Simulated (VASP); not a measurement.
Set up this calculation in VASP 6.6.1, as the native input.

- Task: single point
- Functional: HSE06
- Potentials or basis: VASP PAW PBE potentials, release 64 (Pt, Se)
- Cutoff: 520 eV
- k mesh: 6 × 6 × 4
- Occupations: gaussian, width 0.1 eV
- Spin: no spin polarisation
- Dipole correction: no
- Grid for exact exchange (PRECFOCK): Normal
- Further INCAR settings: ALGO = Normal; EDIFF = 1e-06; NBANDS = 18
- Share of exact exchange: 0.25
- Screening parameter: 0.2079 1/Å

The system is PtSe2.

```
CELL_PARAMETERS angstrom
3.72400 0.00000 0.00000
-1.86200 3.22508 0.00000
0.00000 0.00000 5.06200
ATOMIC_POSITIONS crystal
Pt 0.00000 0.00000 0.00000
Se 0.33333 0.66667 0.25000
Se 0.66667 0.33333 0.75000
```

The input as run:

POSCAR

```
PtSe2
1.0
    3.7240000000      0.0000000000      0.0000000000
   -1.8620000000      3.2250786037      0.0000000000
    0.0000000000      0.0000000000      5.0620000000
Pt Se
1 2
Direct
    0.0000000000      0.0000000000      0.0000000000
    0.3333333333      0.6666666667      0.2500000000
    0.6666666667      0.3333333333      0.7500000000
```

INCAR.step1

```
SYSTEM = PtSe2
PREC     = Accurate       ! precision mode
ENCUT    = 520            ! plane-wave cutoff, eV
EDIFF    = 1E-5           ! SCF threshold, eV
ISMEAR   = 0              ! smearing method
SIGMA    = 0.1            ! smearing width, eV
LREAL    = .False.        ! projectors in reciprocal space
LASPH    = .True.         ! aspherical terms in the spheres
NELM     = 60             ! most SCF steps
ALGO     = Normal         ! electronic algorithm
ISIF     = 2              ! what is computed and relaxed
LWAVE    = .True.         ! write WAVECAR
GGA      = PE             ! functional
NBANDS   = 18             ! bands
KPAR     = 4
```

INCAR.step2

```
SYSTEM = PtSe2
PREC     = Accurate       ! precision mode
ENCUT    = 520            ! plane-wave cutoff, eV
EDIFF    = 1E-6           ! SCF threshold, eV
ISMEAR   = 0              ! smearing method
SIGMA    = 0.1            ! smearing width, eV
LREAL    = .False.        ! projectors in reciprocal space
LASPH    = .True.         ! aspherical terms in the spheres
NELM     = 60             ! most SCF steps
ALGO     = Normal         ! electronic algorithm
ISIF     = 2              ! what is computed and relaxed
LWAVE    = .False.        ! write WAVECAR
LCHARG   = .True.         ! write CHGCAR
GGA      = PE             ! functional
LHFCALC  = .True.         ! exact exchange
HFSCREEN = 0.2079         ! screening, 1/A
PRECFOCK = Normal       
LVHAR    = .True.       
ISTART   = 1            
NBANDS   = 18             ! bands
KPAR     = 4
```

KPOINTS

```
regular mesh
0
Gamma
  6 6 4
  0 0 0
```

Potentials or basis: VASP PAW PBE potentials, release 64 (Pt, Se).

Run with:

```sh
$ cat potpaw_PBE.64/Pt/POTCAR potpaw_PBE.64/Se/POTCAR > POTCAR
$ cp INCAR.step1 INCAR
$ mpirun -np 4 vasp_std > vasp.out
$ cp INCAR.step2 INCAR
$ mpirun -np 4 vasp_std > vasp.out
```

It gave:

```yaml
Pressure: 2.6 GPa
Largest_force: 0.087 eV/Å
Band_gap_on_the_k_mesh: zero (bands 11 and 12 overlap by 0.11 eV)
```

Caveat: the PAW data sets were made with another functional, which shifts forces and pressure a little; spin-orbit coupling is left out, which moves the levels of the heavy elements.

Wall time 37 min on 4 MPI ranks on AMD EPYC 7R43 64-Core Processor (Zen 3), on a shared host, peak memory 0.27 GiB a rank.
